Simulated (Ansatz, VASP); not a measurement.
**Pt in VASP and in Ansatz**

Contents of INCAR:

```
SYSTEM = Pt
PREC     = Accurate       ! precision mode
ENCUT    = 600            ! plane-wave cutoff, eV
EDIFF    = 1E-6           ! SCF threshold, eV
ISMEAR   = -1             ! smearing method
SIGMA    = 0.15           ! smearing width, eV
LREAL    = .False.        ! projectors in reciprocal space
LASPH    = .True.         ! aspherical terms in the spheres
NELM     = 60             ! most SCF steps
ALGO     = Normal         ! electronic algorithm
ISIF     = 3              ! what is computed and relaxed
LWAVE    = .False.        ! write WAVECAR
LCHARG   = .False.        ! write CHGCAR
GGA      = CA             ! functional
IBRION   = 2              ! ionic algorithm
NSW      = 80             ! ionic steps
EDIFFG   = -0.001         ! ionic threshold
```

The input KPOINTS:

```
regular mesh
0
Gamma
  18 18 18
  0 0 0
```

The input POSCAR:

```
Pt
1.0
    0.0000000000      1.9467426965      1.9467426965
    1.9467426965      0.0000000000      1.9467426965
    1.9467426965      1.9467426965      0.0000000000
Pt
1
Direct
    0.0000000000      0.0000000000      0.0000000000
```

Input for Ansatz:

```yaml
crystal:
  lattice:
    - [0.0, 1.9467426965, 1.9467426965]
    - [1.9467426965, 0.0, 1.9467426965]
    - [1.9467426965, 1.9467426965, 0.0]
  atoms:
    - { symbol: Pt, position: [0.0, 0.0, 0.0] }
basis:
  ecutwfc: 420
kpoints:
  mp_grid: { grid: [18, 18, 18] }
hamiltonian:
  xc: lda
  pseudopotentials: { kind: paw, azcp: { folder: soft_1 } }
scf:
  occupations: { method: fermi_dirac, width: 0.15 }
output:
  forces: true
  stress: true
  eigenvalues: true
  write_density: true
  write_potential: true
  elf: true
  volumetric_format: npy
relax:
  adjacent_minimum: "off"
  f_tol: 0.001
  max_steps: 60
  cell: { stress_tol: 0.01 }
```

Alike in both runs: task relaxation of cell and atoms; functional LDA; k mesh 18 × 18 × 18; occupations fermi-dirac, width 0.15 eV; no spin polarisation.

```csv
,VASP,Ansatz
version,VASP 6.6.1,Ansatz 0.2.0
potentials or method,"VASP PAW LDA potentials, release 64 (Pt), cutoff 600 eV","scalar-relativistic, plane waves, PAW"
valence electrons in the cell,10,18
```

|  | VASP | Ansatz | Ansatz less VASP |
| --- | --- | --- | --- |
| gap on the k mesh at the Fermi level, each at its own relaxed structure (eV) | none | none | - |
| relaxed volume (Å³/atom) | 14.84 | 14.80 | -0.043 |
| relaxed cell length with the largest relative difference (Å) | 2.758 | 2.756 | -0.0027 |

Ansatz warns that its potentials were made for another functional, while VASP's fit it. LDA's correlation is that of Perdew and Zunger in VASP and of Perdew and Wang (1992) in Ansatz. A gap of «none» marks a metal or a gap that the smearing closes. VASP's potentials hold 10 valence electrons a cell and Ansatz's 18, so a difference there can come from the potentials and not from the codes.

Neither program's run includes spin-orbit coupling.
